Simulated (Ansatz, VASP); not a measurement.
One calculation of Cu, two programs

```xyz
1
Lattice="-1.4631 1.4631 1.2908 1.4631 -1.4631 1.2908 1.4631 1.4631 -1.2908" Properties=species:S:1:pos:R:3 pbc="T T T"
Cu    0.0000    0.0000    0.0000
```

Alike in both runs: task single point; functional LDA; k mesh 22 × 22 × 22; occupations gaussian, width 0.15 eV; no spin polarisation.

|  | VASP | Ansatz |
| --- | --- | --- |
| version | VASP 6.6.1 | Ansatz 0.2.0 |
| potentials or method | VASP PAW LDA potentials, release 64 (Cu), cutoff 520 eV | scalar-relativistic, plane waves, PAW |
| valence electrons in the cell | 11 | 19 |

|  | VASP | Ansatz | Ansatz less VASP |
| --- | --- | --- | --- |
| gap on the k mesh at the Fermi level (eV) | none | none | - |
| pressure (GPa) | -0.4 | -1.7 | -1.26 |
| traceless stress, the component that is largest in VASP (GPa) | 1.25 | 1.18 | -0.070 |

Ansatz warns that its potentials were made for another functional, while VASP's fit it. LDA's correlation is that of Perdew and Zunger in VASP and of Perdew and Wang (1992) in Ansatz. A gap of «none» marks a metal or a gap that the smearing closes. VASP's potentials hold 11 valence electrons a cell and Ansatz's 19, so a difference there can come from the potentials and not from the codes.
